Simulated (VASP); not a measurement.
# FeO (Wuestite) (Fm-3m) in VASP: further runs, part 2 of 2

VASP 6.6.1.

## Step 5: Relaxation of cell and atoms, RPBE, collinear spin, ferromagnetic start

Input file INCAR:

```
PREC = Accurate
ENCUT = 600
EDIFF = 1E-7
ISMEAR = -1
SIGMA = 0.05
LREAL = False
LASPH = True
NELM = 200
ALGO = Normal
ISIF = 3
LWAVE = False
LCHARG = False
ISPIN = 2
MAGMOM = 4.5 0
LORBIT = 11
LMAXMIX = 4
GGA = RP
IBRION = 2
NSW = 50
EDIFFG = -0.01
GGA_COMPAT = False
NELMIN = 4
```

Input file KPOINTS:

```
regular mesh
0
Gamma
  10 10 10
```

Input file POSCAR:

```
FeO
1.0
    0.0000000000      2.1554000000      2.1554000000
    2.1554000000      0.0000000000      2.1554000000
    2.1554000000      2.1554000000      0.0000000000
Fe O
1 1
Direct
    0.0000000000      0.0000000000      0.0000000000
    0.5000000000      0.5000000000      0.5000000000
```

Potentials or basis: VASP PAW PBE potentials, release 64 (Fe, O).

Launch:

```
> cat potpaw_PBE.64/Fe/POTCAR potpaw_PBE.64/O/POTCAR > POTCAR
> mpirun -np 1 vasp_std > vasp.out
```

OUTCAR:

```text
PREC = Accurate
   ENCUT = 600
   EDIFF = 1E-7
   ISMEAR = -1
   LREAL = False
   LASPH = True
   NELM = 200
   ISIF = 3
   ISPIN = 2
   LORBIT = 11
   GGA = RP
   IBRION = 2
   NSW = 50
   EDIFFG = -0.01
   NELMIN = 4

 ion  position               nearest neighbor table
   1  0.000  0.000  0.000-   2 2.16   2 2.16   2 2.16   2 2.16   2 2.16   2 2.16
   2  0.500  0.500  0.500-   1 2.16   1 2.16   1 2.16   1 2.16   1 2.16   1 2.16

  LATTYP: Found a face centered cubic cell.
 ALAT       =     4.3108000000

  Lattice vectors:

 A1 = (   0.0000000000,   2.1554000000,   2.1554000000)
 A2 = (   2.1554000000,   0.0000000000,   2.1554000000)
 A3 = (   2.1554000000,   2.1554000000,   0.0000000000)

Analysis of symmetry for initial positions (statically):
=====================================================================
 Subroutine PRICEL returns:
[... 649 lines left out ...]
      4       0.8586      1.00000
      5       1.8523      1.00000
      6       2.8456      1.00000
      7       3.3161      1.00000
      8       3.4853      1.00000
      9       3.7922      1.00000
     10      11.2191      0.00000
     11      15.3270      0.00000
     12      16.6723      0.00000
     13      20.2458      0.00000

 [... further k-points ...]

 spin component 2

 k-point     1 :       0.0000    0.0000    0.0000
  band No.  band energies     occupation
      1     -14.0052      1.00000
      2       2.9000      1.00000
      3       2.9000      1.00000
      4       2.9000      1.00000
      5       5.3908      1.00000
      6       5.3912      1.00000
      7       5.3912      1.00000
      8       6.3348      0.00710
      9       6.3353      0.00704
     10       6.8143      0.00000
     11      21.3205      0.00000
     12      23.7033      0.00000
     13      23.7033      0.00000
[... 397 lines left out ...]
  FREE ENERGIE OF THE ION-ELECTRON SYSTEM (eV)
  ---------------------------------------------------
  free  energy   TOTEN  =       -14.1382443026 eV

  energy  without entropy=      -14.1268973849  energy(sigma->0) =      -14.13257084

 reached required accuracy - stopping structural energy minimisation

 total charge

# of ion       s       p       d       tot
------------------------------------------
    1        0.277   0.337   6.060   6.673
    2        1.558   3.434   0.000   4.992
--------------------------------------------------
tot          1.835   3.771   6.060  11.666

 magnetization (x)

# of ion       s       p       d       tot
------------------------------------------
    1        0.026   0.019   3.586   3.632
    2        0.028   0.265   0.000   0.294
--------------------------------------------------
tot          0.055   0.284   3.586   3.926
```

OSZICAR:

```text
N       E                     dE             d eps       ncg     rms          rms(c)
DAV:   1     0.911771898627E+02    0.91177E+02   -0.79881E+03  2484   0.141E+03
DAV:   2    -0.959494577957E+01   -0.10077E+03   -0.87217E+02  2597   0.273E+02
[... 32 lines left out ...]
DAV:   4    -0.141383830004E+02    0.29575E-03   -0.34771E-04  2852   0.332E-01    0.200E-01
DAV:   5    -0.141382350040E+02    0.14800E-03   -0.10544E-04  2564   0.130E-01    0.543E-02
DAV:   6    -0.141382431145E+02   -0.81105E-05   -0.10042E-05  3210   0.449E-02    0.135E-02
DAV:   7    -0.141382440901E+02   -0.97563E-06   -0.83284E-07  2669   0.145E-02    0.768E-03
DAV:   8    -0.141382442603E+02   -0.17019E-06   -0.14485E-07  2198   0.642E-03    0.212E-03
DAV:   9    -0.141382443026E+02   -0.42341E-07   -0.11735E-07  1537   0.524E-03
   3 F= -.14138244E+02 E0= -.14132571E+02  d E =-.915991E-02  mag=     4.0015
```

CONTCAR:

```text
FeO
   1.00000000000000
     0.0000000000000000    2.1761347027242364    2.1761347027242364
     2.1761347027242364    0.0000000000000000    2.1761347027242364
     2.1761347027242364    2.1761347027242364    0.0000000000000000
  Fe              O
     1     1
Direct
     0.0000000000000000    0.0000000000000000    0.0000000000000000
     0.5000000000000000    0.5000000000000000    0.5000000000000000

  0.00000000E+00  0.00000000E+00  0.00000000E+00
  0.00000000E+00  0.00000000E+00  0.00000000E+00
```

Wall time 41 s (1 thread of Intel Xeon Platinum 8488C (Sapphire Rapids), shared host); peak memory 0.16 GiB.

Results:

```yaml
Free_energy: -14.1382 eV
Relaxed_volume: 10.31 Å³/atom
Relaxed_cell: a = 3.078 Å, b = 3.078 Å, c = 3.078 Å, α = 60.00°, β = 60.00°, γ = 60.00°
Space_group_after_relaxing_to_0.05_Å: Fm-3m (No. 225)
Energy_gained_by_relaxing: 4.6 meV/atom
Ionic_steps: 3
Pressure_after_relaxing: 0.0 GPa
Band_gap_on_the_k_mesh: zero (filled and empty bands overlap)
Net_moment: 4.00 μB per cell
Site_moments: Fe +3.63; O +0.29 μB
Valence_electrons_inside_the_program's_atomic_spheres: Fe 6.67; O 4.99
```

The path:
| step | energy change (eV) | largest force (eV/Å) | pressure (GPa) | volume (Å³) |
| --- | --- | --- | --- | --- |
| 1 | 0.0000 | 0.0000 | 5.17 | 20.03 |
| 2 | -0.0058 | 0.0000 | -2.86 | 20.98 |
| 3 | -0.0092 | 0.0000 | 0.00 | 20.61 |

Final structure:
```
Fe O
1.0
     0.00000    2.17613    2.17613
     2.17613    0.00000    2.17613
     2.17613    2.17613    0.00000
Fe O
1 1
Direct
  0.00000 0.00000 0.00000
  0.50000 0.50000 0.50000
```

Caveat: the PAW data sets were made with another functional, which shifts forces and pressure a little; a cell with one magnetic atom can't hold antiferromagnetic order, which such compounds often take; semilocal functionals often make such compounds metallic where correlation or magnetic order opens a gap, which also shifts bond lengths.

## Step 6: The runs side by side

```csv
task,level,cell,gap on the mesh (eV),pressure (GPa),moment (μB),relaxed volume (Å³/atom)
single point,PBE,"a = 3.047 Å, angles 60.0°, 2 atoms",none,-0.2,4.00,-
single point,RPBE,"a = 3.079 Å, angles 60.0°, 2 atoms",none,-0.3,4.00,-
relaxation of cell and atoms,PBE,"relaxed from a = 3.048 Å, angles 60.0°, 2 atoms",none,0.0,4.00,9.99
relaxation of cell and atoms,RPBE,"relaxed from a = 3.048 Å, angles 60.0°, 2 atoms",none,0.0,4.00,10.31
```

Alike in all rows: potentials or basis VASP PAW PBE potentials, release 64 (Fe, O); spin collinear, ferromagnetic start; k mesh 10 × 10 × 10; cutoff (eV) 600; smearing fermi-dirac 0.05 eV.

Caveats: a cell with one magnetic atom can't hold antiferromagnetic order, which such compounds often take; semilocal functionals often make such compounds metallic where correlation or magnetic order opens a gap, which also shifts bond lengths; the PAW data sets were made with another functional, which shifts forces and pressure a little (some runs).

Absolute energies hang on the potentials; compare differences alone.

## Step 7: Comparison with measurements

Step 2. Measured gap of FeO: 2.4 eV (optical; quoted in “W\"ustite: Electric, thermodynamic and optical properties of FeO”, 2012, arxiv:1203.1201). This calculation gives 0.00 eV (-2.40 eV). So large a miss can be the level of theory's own, or it may mean another phase, state or a wrong row. The value is that of PBE on a finite k mesh, which can miss the band edges, without temperature or zero-point motion. Semilocal functionals fall short of measured gaps as a rule. The run's magnetic order (collinear spin, ferromagnetic start) needn't be the measured crystal's.

Step 3. A measured gap of FeO is 2.4 eV (optical; quoted in “W\"ustite: Electric, thermodynamic and optical properties of FeO”, 2012, arxiv:1203.1201); the calculated 0.00 eV misses it by -2.40 eV. So large a miss can be the level of theory's own, or it may mean another phase, state or a wrong row. The value is that of RPBE on a finite k mesh, which can miss the band edges, without temperature or zero-point motion. Semilocal functionals fall short of measured gaps as a rule. The run's magnetic order (collinear spin, ferromagnetic start) needn't be the measured crystal's.
